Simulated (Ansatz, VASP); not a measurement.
# Two plane-wave programs on Al16N15F

The input INCAR:

```
SYSTEM = Al16N15F
ALGO = Normal
EDIFF = 1E-6
ENCUT = 520
GGA = PE
ISIF = 2
ISMEAR = -1
LASPH = .TRUE.
LCHARG = .FALSE.
LREAL = Auto
LWAVE = .FALSE.
NBANDS = 87
NELM = 80
PREC = Accurate
SIGMA = 0.01
```

File KPOINTS:

```
k-points
0
G
  1 1 1
  0 0 0
```

POSCAR

```
Al16N15F
1.0
    6.2595139128      0.0000000578      0.0000000000
   -3.1297570064      5.4208980350      0.0000000000
    0.0000000000      0.0000000000     10.0348065929
Al N F
16 15 1
Direct
    0.3349061810      0.1620142384      0.2565306529
    0.1748023120      0.3371207840      0.5027058667
    0.3390520305      0.1720921268      0.7548331183
    0.1728495680      0.3361518739      1.0053731961
    0.3376274499      0.6687899252      0.2569792817
    0.1572515287      0.8313963471      0.5137397820
    0.3392344633      0.6684587852      0.7553619385
    0.1730626063      0.8358548163      0.9994524126
    0.8385819437      0.1674214650      0.2505692484
    0.6705194901      0.3318096947      0.5066182881
    0.8426093044      0.1728511566      0.7534150658
    0.6680808363      0.3289589687      0.9971325032
    0.8256261759      0.6582671050      0.2187106817
    0.6837168286      0.8417972954      0.5092654288
    0.8442344793      0.6738348274      0.7489732471
    0.6694381705      0.8387132169      0.9976666900
    0.3372303271      0.1615761083      0.4467835291
    0.1746621791      0.3338064111      0.1949772501
    0.3349371560      0.1702714380      0.9433104933
    0.1743621256      0.3362305395      0.6928152725
    0.3409260830      0.6765044207      0.4474810746
    0.1669713880      0.8282602249      0.1924509065
    0.3353913539      0.6671972989      0.9440555677
    0.1832155353      0.8407217720      0.7040520761
    0.8397416480      0.1744977677      0.4411274632
    0.6644880386      0.3183353523      0.1847563550
    0.8413922505      0.1724953454      0.9411345345
    0.6729232801      0.3357498072      0.6956480506
    0.6690058298      0.8382279692      0.1864613935
    0.8351669012      0.6686447088      0.9446979618
    0.6720877566      0.8375540991      0.6985178391
    0.6792313273      0.5762258055      0.3821721280
```

Input for Ansatz:

```yaml
crystal:
  checkpoint: "../q0.relax.run"
  host: checkpoint
basis:
  ecutwfc: 420
  xc_grid: 2
hamiltonian:
  xc: pbe
  pseudopotentials: { kind: paw, azcp: { folder: soft_1 } }
kpoints:
  mp_grid: { grid: [1, 1, 1] }
scf:
  occupations: { method: fermi_dirac, width: 0.01 }
  max_iter: 100
output:
  forces: true
  eigenvalues: true
  charged_corrections:
    epsilon: [4.47, 4.47, 4.7]
    static_epsilon: [8.28, 8.28, 9.82]
    defect_position: [0.833333, 0.666667, 0.440382]
checkpoint:
  read: "../q0.relax.run"
  write: "../q0.s2.run"
  compress: false
  write_wavefunctions: false
  write_every: 100000
```

Alike in both runs: task single point; functional PBE; k mesh 1 × 1 × 1; occupations fermi-dirac, width 0.01 eV; no spin polarisation.

|  | VASP | Ansatz |
| --- | --- | --- |
| version | VASP 6.6.1 | Ansatz 0.2.0 |
| potentials or method | VASP PAW PBE potentials, release 64 (Al, N, F), cutoff 520 eV | plane-wave PAW DFT |
| valence electrons in the cell | 130 | 130 |

|  | VASP | Ansatz | Ansatz less VASP |
| --- | --- | --- | --- |
| gap on the k mesh at the Fermi level (eV) | 3.17 | 3.16 | -0.011 |
| rms of the force components (eV/Å) | 0.310 | 0.308 | -0.0019 |
